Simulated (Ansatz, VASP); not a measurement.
Two plane-wave programs on Al2CdAu4

```
Au Cd Al
1.0
     0.00000    5.17418    0.00000
     5.17418    0.00000    0.00000
     2.58709    2.58709   -5.67285
Au Cd Al
4 1 2
Cartesian
  4.0423 3.4132 -3.8583
  0.8262 3.7190 -1.8146
  6.3061 6.9351 -3.8583
  4.3480 1.4552 -1.8146
  2.5871 2.5871 0.0000
  2.5871 5.1742 -2.8364
  0.0000 0.0000 0.0000
```

Alike in both runs: functional r2SCAN; k mesh 4 × 4 × 4; occupations gaussian, width 0.0404 eV; no spin polarisation.

Ansatz relaxed the structure, and its values are those at the end. VASP's run is a single point on that final structure, the one shown.

|  | VASP | Ansatz |
| --- | --- | --- |
| version | VASP 6.6.1 | Ansatz 0.2.0 |
| potentials or method | VASP PAW PBE potentials, release 64 (Au, Cd, Al), cutoff 520 eV | PAW plane waves |
| valence electrons in the cell | 62 | 102 |

|  | VASP | Ansatz | Ansatz less VASP |
| --- | --- | --- | --- |
| gap on the k mesh at the Fermi level (eV) | none | none | - |
| pressure (GPa) | 0.1 | 0.0 | -0.05 |
| rms of the force components (eV/Å) | 0.015 | 0.000 | -0.0145 |

VASP's potentials were made for PBE, not for r2SCAN. A gap of «none» marks a metal or a gap that the smearing closes. VASP's potentials hold 62 valence electrons a cell and Ansatz's 102, so a difference there can come from the potentials and not from the codes.

Neither program's run includes spin-orbit coupling.
